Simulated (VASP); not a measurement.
# HfN (Pm-3m) in VASP: notebook, part 2 of 2

VASP 6.6.1.

## (5) Single point, r2SCAN+U

The input, POSCAR:

```
HfN
1.0
    2.8250300000      0.0000000000      0.0000000000
    0.0000000000      2.8250300000      0.0000000000
    0.0000000000      0.0000000000      2.8250300000
Hf N
1 1
Direct
    0.5000000000      0.5000000000      0.5000000000
    0.0000000000      0.0000000000      0.0000000000
```

The input, INCAR.step1:

```
SYSTEM = HfN
PREC = Accurate
ENCUT = 520
ISMEAR = -1
SIGMA = 0.05
LREAL = .FALSE.
LASPH = .TRUE.
NELM = 150
LMAXMIX = 4
LDAU = .TRUE.
LDAUTYPE = 2
LDAUL = 2 -1
LDAUU = 3 0
LDAUJ = 0 0
NBANDS = 14
GGA = PE
ALGO = Normal
EDIFF = 1E-4
LWAVE = .TRUE.
LCHARG = .FALSE.
```

The input, INCAR.step2:

```
SYSTEM = HfN
PREC = Accurate
ENCUT = 520
EDIFF = 1E-6
ISMEAR = -1
SIGMA = 0.05
LREAL = .FALSE.
LASPH = .TRUE.
NELM = 150
ALGO = Normal
ISIF = 2
LWAVE = .FALSE.
LCHARG = .FALSE.
LMAXMIX = 4
LDAU = .TRUE.
LDAUTYPE = 2
LDAUL = 2 -1
LDAUU = 3 0
LDAUJ = 0 0
LDAUPRINT = 1
METAGGA = R2SCAN
LMIXTAU = .TRUE.
NBANDS = 14
ISTART = 1
```

The input, KPOINTS:

```
Automatic mesh
0
G
  9 9 9
  0 0 0
```

Potentials or basis: VASP PAW PBE potentials, release 64 (Hf_pv, N).

Started as:

```console
> cat potpaw_PBE.64/Hf_pv/POTCAR potpaw_PBE.64/N/POTCAR > POTCAR
> cp INCAR.step1 INCAR
> mpirun -np 1 vasp_std > vasp.out
> cp INCAR.step2 INCAR
> mpirun -np 1 vasp_std > vasp.out
```

OUTCAR:

```text
SYSTEM = HfN
   PREC = Accurate
   ENCUT = 520
   EDIFF = 1E-6
   ISMEAR = -1
   LREAL = .FALSE.
   LASPH = .TRUE.
   NELM = 150
   ISIF = 2
   METAGGA = R2SCAN
   ISTART = 1

 ion  position               nearest neighbor table
   1  0.500  0.500  0.500-   2 2.45   2 2.45   2 2.45   2 2.45   2 2.45   2 2.45   2 2.45   2 2.45

   2  0.000  0.000  0.000-   1 2.45   1 2.45   1 2.45   1 2.45   1 2.45   1 2.45   1 2.45   1 2.45

  LATTYP: Found a simple cubic cell.
 ALAT       =     2.8250300000

  Lattice vectors:

 A1 = (   2.8250300000,   0.0000000000,   0.0000000000)
 A2 = (   0.0000000000,   2.8250300000,   0.0000000000)
 A3 = (   0.0000000000,   0.0000000000,   2.8250300000)

Analysis of symmetry for initial positions (statically):
=====================================================================
 Subroutine PRICEL returns:
 Original cell was already a primitive cell.

 Routine SETGRP: Setting up the symmetry group for a
 simple cubic supercell.

 Subroutine GETGRP returns: Found 48 space group operations
 (whereof 48 operations were pure point group operations)
 out of a pool of 48 trial point group operations.

The static configuration has the point symmetry O_h .

Analysis of symmetry for dynamics (positions and initial velocities):
=====================================================================
 Subroutine PRICEL returns:
 Original cell was already a primitive cell.

 Routine SETGRP: Setting up the symmetry group for a
 simple cubic supercell.

 Subroutine GETGRP returns: Found 48 space group operations
 (whereof 48 operations were pure point group operations)
 out of a pool of 48 trial point group operations.

The dynamic configuration has the point symmetry O_h .

[... 169 lines left out ...]
  o =  0.2355  v =  0.0000  0.0000  0.0000  0.0000  0.0000  0.0000  0.0000 -0.0124 -0.0000 -0.9999      0.0000  0.0000  0.0000  0.0000  0.0000  0.0000  0.0000  0.0000  0.0000  0.0000
  o =  0.2355  v =  0.0000  0.0000  0.0000  0.0000  0.0000  0.0000 -0.0000 -0.9999  0.0000  0.0124      0.0000  0.0000  0.0000  0.0000  0.0000  0.0000  0.0000  0.0000  0.0000  0.0000
  o =  0.2355  v =  0.0000 -0.0000 -0.9999  0.0000  0.0124  0.0000  0.0000  0.0000  0.0000  0.0000      0.0000  0.0000  0.0000  0.0000  0.0000  0.0000  0.0000  0.0000  0.0000  0.0000

 number of electron      15.0000000 magnetization

 Free energy of the ion-electron system (eV)
  ---------------------------------------------------
  ext. energy  EPLUGINS =         0.00000000
  ---------------------------------------------------
  free energy    TOTEN  =       -54.00070261 eV

  energy without entropy =      -53.99229309  energy(sigma->0) =      -53.99649785

 E-fermi :   7.8823     XC(G=0): -13.7734

 val. band max:        7.7888311666   @ k =   0.1111   0.1111   0.0000
 cond. band min:       7.9265839264   @ k =   0.4444   0.3333   0.1111
 fundamental gap:      0.1377527598
 Fermi energy:         7.8822989624

 k-point     1 :       0.0000    0.0000    0.0000
  band No.  band energies     occupation
      1     -24.3011      2.00000
      2     -24.3011      2.00000
      3     -24.3011      2.00000
      4      -9.5079      2.00000
      5       5.4883      2.00000
      6       5.4883      2.00000
      7       6.3926      2.00000
      8       6.3926      2.00000
      9       6.3926      2.00000
     10      11.2622      0.00000
     11      14.8444      0.00000
     12      14.8444      0.00000
     13      14.8444      0.00000
     14      18.9103      0.00000
[... 377 lines left out ...]
      1     -25.3725      2.00000
      2     -25.0719      2.00000
      3     -24.2386      2.00000
      4      -7.2992      2.00000
      5       2.0528      2.00000
      6       3.1864      2.00000
      7       5.7451      2.00000
      8       7.9266      0.58400
      9      11.5800      0.00000
     10      12.0289      0.00000
     11      13.7632      0.00000
     12      14.9324      0.00000
     13      18.8648      0.00000
     14      18.9269      0.00000

 [... further k-points ...]

------------------------ aborting loop because EDIFF is reached ----------------------------------------

  FORCE on cell =-STRESS in cart. coord.  units (eV):
  Direction    XX          YY          ZZ          XY          YZ          ZX
  --------------------------------------------------------------------------------------
  -------------------------------------------------------------------------------------
  Total        0.5122271      0.5122271      0.5122271      0.0000000     -0.0000000      0.0000000
  in kB       36.4002176     36.4002176     36.4002176      0.0000000     -0.0000000      0.0000000
  external PRESSURE =      36.4002176 kB  Pullay stress =       0.0000000 kB

 VOLUME and BASIS-vectors are now :
 -----------------------------------------------------------------------------
  energy-cutoff  :      520.00
  volume of cell :       22.55
      direct lattice vectors                 reciprocal lattice vectors
     2.825030000  0.000000000  0.000000000     0.353978542  0.000000000  0.000000000
     0.000000000  2.825030000  0.000000000     0.000000000  0.353978542  0.000000000
     0.000000000  0.000000000  2.825030000     0.000000000  0.000000000  0.353978542

 POSITION                                       TOTAL-FORCE (eV/Angst)
 -----------------------------------------------------------------------------------
      1.41251      1.41251      1.41251         0.000000      0.000000      0.000000
      0.00000      0.00000      0.00000         0.000000      0.000000      0.000000
 -----------------------------------------------------------------------------------
    total drift:                                0.000000     -0.000000     -0.000000

  FREE ENERGIE OF THE ION-ELECTRON SYSTEM (eV)
  ---------------------------------------------------
  free  energy   TOTEN  =       -54.0007026053 eV

  energy  without entropy=      -53.9922930857  energy(sigma->0) =      -53.99649785
```

OUTCAR.step1:

```text
SYSTEM = HfN
   PREC = Accurate
   ENCUT = 520
   ISMEAR = -1
   LREAL = .FALSE.
   LASPH = .TRUE.
[... 634 lines left out ...]
      1.41251      1.41251      1.41251         0.000000      0.000000      0.000000
      0.00000      0.00000      0.00000         0.000000      0.000000      0.000000
 -----------------------------------------------------------------------------------
    total drift:                                0.000000     -0.000000     -0.000000

  FREE ENERGIE OF THE ION-ELECTRON SYSTEM (eV)
  ---------------------------------------------------
  free  energy   TOTEN  =       -17.5955966183 eV

  energy  without entropy=      -17.5866257465  energy(sigma->0) =      -17.59111118
```

Wall time 30 s (1 thread of AMD EPYC 9R45 (Zen 5), shared host); peak memory 0.12 GiB.

Results:

| Quantity | Value |
| --- | --- |
| Free energy | -54.0007 eV |
| Pressure | 3.6 GPa |

Levels at points of the mesh, in eV from the Fermi level:
```tsv
k point	band 4	band 5	band 6	band 7	band 8	band 9	band 10	band 11	band 12	band 13
(0.00, 0.00, 0.00)	-17.39	-2.39	-2.39	-1.49	-1.49	-1.49	3.38	6.96	6.96	6.96
```

Eigenvalues of the final occupation matrices:
```csv
site,spin,trace,eigenvalues
site 1 d,1,0.86,0.13 0.13 0.13 0.24 0.24
site 1 d,2,0.86,0.13 0.13 0.13 0.24 0.24
```

Caveat: the PAW data sets were made with another functional, which shifts forces and pressure a little; spin-orbit coupling is left out, which moves the levels of the heavy elements; U without spin polarisation on a metal has little footing.

## (6) Single point, r2SCAN+U

POSCAR is that of step 5.

The input, INCAR.step1:

```
SYSTEM = HfN
PREC = Accurate ; ENCUT = 520
ISMEAR = -1 ; SIGMA = 0.05
LREAL = .False. ; LASPH = .True.
NELM = 150 ; LMAXMIX = 4
LDAU = .True. ; LDAUTYPE = 2
LDAUL = 2 -1 ; LDAUU = 4 0
LDAUJ = 0 0 ; NBANDS = 14
GGA = PE ; ALGO = Normal
EDIFF = 1E-4 ; LWAVE = .True.
LCHARG = .False.
```

The input, INCAR.step2:

```
SYSTEM = HfN
PREC = Accurate ; ENCUT = 520
EDIFF = 1E-7 ; ISMEAR = -1
SIGMA = 0.05 ; LREAL = .False.
LASPH = .True. ; NELM = 150
ALGO = Normal ; ISIF = 2
LWAVE = .False. ; LCHARG = .False.
LMAXMIX = 4 ; LDAU = .True.
LDAUTYPE = 2 ; LDAUL = 2 -1
LDAUU = 4 0 ; LDAUJ = 0 0
LDAUPRINT = 1 ; METAGGA = R2SCAN
LMIXTAU = .True. ; NBANDS = 14
ISTART = 1
```

The input, KPOINTS:

```
Automatic mesh
0
Gamma
  9 9 9
  0 0 0
```

Potentials or basis: VASP PAW PBE potentials, release 64 (Hf_pv, N).

Started as:

```console
> cat potpaw_PBE.64/Hf_pv/POTCAR potpaw_PBE.64/N/POTCAR > POTCAR
> cp INCAR.step1 INCAR
> mpirun -np 1 vasp_std > vasp.out
> cp INCAR.step2 INCAR
> mpirun -np 1 vasp_std > vasp.out
```

OUTCAR:

```text
SYSTEM = HfN
   PREC = Accurate
   ENCUT = 520
   EDIFF = 1E-7
   ISMEAR = -1
   LREAL = .False.
   LASPH = .True.
   NELM = 150
   ISIF = 2
   METAGGA = R2SCAN
   ISTART = 1

 ion  position               nearest neighbor table
   1  0.500  0.500  0.500-   2 2.45   2 2.45   2 2.45   2 2.45   2 2.45   2 2.45   2 2.45   2 2.45

   2  0.000  0.000  0.000-   1 2.45   1 2.45   1 2.45   1 2.45   1 2.45   1 2.45   1 2.45   1 2.45

  LATTYP: Found a simple cubic cell.
 ALAT       =     2.8250300000

  Lattice vectors:

 A1 = (   2.8250300000,   0.0000000000,   0.0000000000)
 A2 = (   0.0000000000,   2.8250300000,   0.0000000000)
 A3 = (   0.0000000000,   0.0000000000,   2.8250300000)

Analysis of symmetry for initial positions (statically):
=====================================================================
 Subroutine PRICEL returns:
 Original cell was already a primitive cell.

 Routine SETGRP: Setting up the symmetry group for a
 simple cubic supercell.

 Subroutine GETGRP returns: Found 48 space group operations
 (whereof 48 operations were pure point group operations)
 out of a pool of 48 trial point group operations.

[... 212 lines left out ...]
      5       5.6712      2.00000
      6       5.6713      2.00000
      7       6.4712      2.00000
      8       6.4712      2.00000
      9       6.4712      2.00000
     10      11.2808      0.00000
     11      15.1605      0.00000
     12      15.1605      0.00000
     13      15.1605      0.00000
     14      18.8136      0.00000
[... 377 lines left out ...]
      1     -25.4437      2.00000
      2     -25.1443      2.00000
      3     -24.3142      2.00000
      4      -7.1955      2.00000
      5       2.1210      2.00000
      6       3.2852      2.00000
      7       5.8455      2.00000
      8       8.0714      0.65587
      9      11.8480      0.00000
     10      12.2765      0.00000
     11      13.9811      0.00000
     12      15.1148      0.00000
     13      18.8059      0.00000
     14      18.9512      0.00000

 [... further k-points ...]

------------------------ aborting loop because EDIFF is reached ----------------------------------------

  FORCE on cell =-STRESS in cart. coord.  units (eV):
  Direction    XX          YY          ZZ          XY          YZ          ZX
  --------------------------------------------------------------------------------------
  -------------------------------------------------------------------------------------
  Total        1.0729938      1.0729938      1.0729938      0.0000000     -0.0000000     -0.0000000
  in kB       76.2497788     76.2497788     76.2497788      0.0000000     -0.0000000     -0.0000000
  external PRESSURE =      76.2497788 kB  Pullay stress =       0.0000000 kB

 VOLUME and BASIS-vectors are now :
 -----------------------------------------------------------------------------
  energy-cutoff  :      520.00
  volume of cell :       22.55
      direct lattice vectors                 reciprocal lattice vectors
     2.825030000  0.000000000  0.000000000     0.353978542  0.000000000  0.000000000
     0.000000000  2.825030000  0.000000000     0.000000000  0.353978542  0.000000000
     0.000000000  0.000000000  2.825030000     0.000000000  0.000000000  0.353978542

 POSITION                                       TOTAL-FORCE (eV/Angst)
 -----------------------------------------------------------------------------------
      1.41251      1.41251      1.41251         0.000000      0.000000      0.000000
      0.00000      0.00000      0.00000         0.000000      0.000000      0.000000
 -----------------------------------------------------------------------------------
    total drift:                                0.000000     -0.000000     -0.000000

  FREE ENERGIE OF THE ION-ELECTRON SYSTEM (eV)
  ---------------------------------------------------
  free  energy   TOTEN  =       -53.3063821528 eV

  energy  without entropy=      -53.2984622260  energy(sigma->0) =      -53.30242219
```

OSZICAR.step1:

```text
N       E                     dE             d eps       ncg     rms          rms(c)
DAV:   1     0.329364570111E+02    0.32936E+02   -0.79845E+03   988   0.103E+03
DAV:   2    -0.186501115009E+02   -0.51587E+02   -0.47769E+02  1268   0.224E+02
DAV:   3    -0.201583877352E+02   -0.15083E+01   -0.14954E+01  1196   0.299E+01
DAV:   4    -0.201637832813E+02   -0.53955E-02   -0.53867E-02  1198   0.194E+00
DAV:   5    -0.201638209723E+02   -0.37691E-04   -0.37690E-04  1186   0.135E-01    0.392E+01
DAV:   6    -0.170022275993E+02    0.31616E+01   -0.60552E+00  1106   0.211E+01    0.379E+01
DAV:   7    -0.169382563118E+02    0.63971E-01   -0.48929E-01  1178   0.560E+00    0.265E+01
DAV:   8    -0.169111126160E+02    0.27144E-01   -0.31419E-01  1070   0.410E+00    0.767E+00
DAV:   9    -0.168948199146E+02    0.16293E-01   -0.55738E-02  1094   0.172E+00    0.217E+00
DAV:  10    -0.168945827946E+02    0.23712E-03   -0.34372E-03  1148   0.515E-01    0.538E-01
DAV:  11    -0.168944069331E+02    0.17586E-03   -0.31207E-04  1154   0.166E-01    0.536E-02
DAV:  12    -0.168944115836E+02   -0.46506E-05   -0.16204E-05   520   0.353E-02
   1 F= -.16894412E+02 E0= -.16890124E+02  d E =-.857539E-02
```

Wall time 32 s (1 thread of AMD EPYC 9R45 (Zen 5), shared host); peak memory 0.12 GiB.

Results:

* Free energy: -53.3064 eV
* Pressure: 7.6 GPa

Levels at points of the mesh, in eV from the Fermi level:
```
           k point  band 4  band 5  band 6  band 7  band 8  band 9  band 10  band 11  band 12  band 13
(0.00, 0.00, 0.00)  -17.48   -2.36   -2.36   -1.56   -1.56   -1.56     3.25     7.12     7.12     7.12
```

Eigenvalues of the final occupation matrices:
```
    site  spin  trace               eigenvalues
site 1 d     1   0.85  0.13 0.13 0.13 0.23 0.23
site 1 d     2   0.85  0.13 0.13 0.13 0.23 0.23
```

Caveat: the PAW data sets were made with another functional, which shifts forces and pressure a little; spin-orbit coupling is left out, which moves the levels of the heavy elements; U without spin polarisation on a metal has little footing.

## (7) Overview

| level | U | gap on the mesh (eV) | pressure (GPa) |
| --- | --- | --- | --- |
| r2SCAN | - | none | -7.9 |
| r2SCAN+U | Hf d U = 1.0 eV | none | -4.1 |
| r2SCAN+U | Hf d U = 2.0 eV | none | -0.3 |
| r2SCAN+U | Hf d U = 3.0 eV | none | 3.6 |
| r2SCAN+U | Hf d U = 4.0 eV | none | 7.6 |

Alike in all rows: task single point; potentials or basis VASP PAW PBE potentials, release 64 (Hf_pv, N); no spin polarisation; cell as given; k mesh 9 × 9 × 9; cutoff (eV) 520; smearing fermi-dirac 0.05 eV.

Every run on the cell as given and a fine mesh finds a metal. The pressure there spans -7.9 GPa (r2SCAN) to 7.6 GPa (r2SCAN+U); a positive pressure means that this level wants a larger cell, a negative one a smaller.

Caveats: the PAW data sets were made with another functional, which shifts forces and pressure a little; spin-orbit coupling is left out, which moves the levels of the heavy elements; U without spin polarisation on a metal has little footing (some runs).

Total energies depend on the potentials used, so only differences within one code and one set of settings carry meaning.
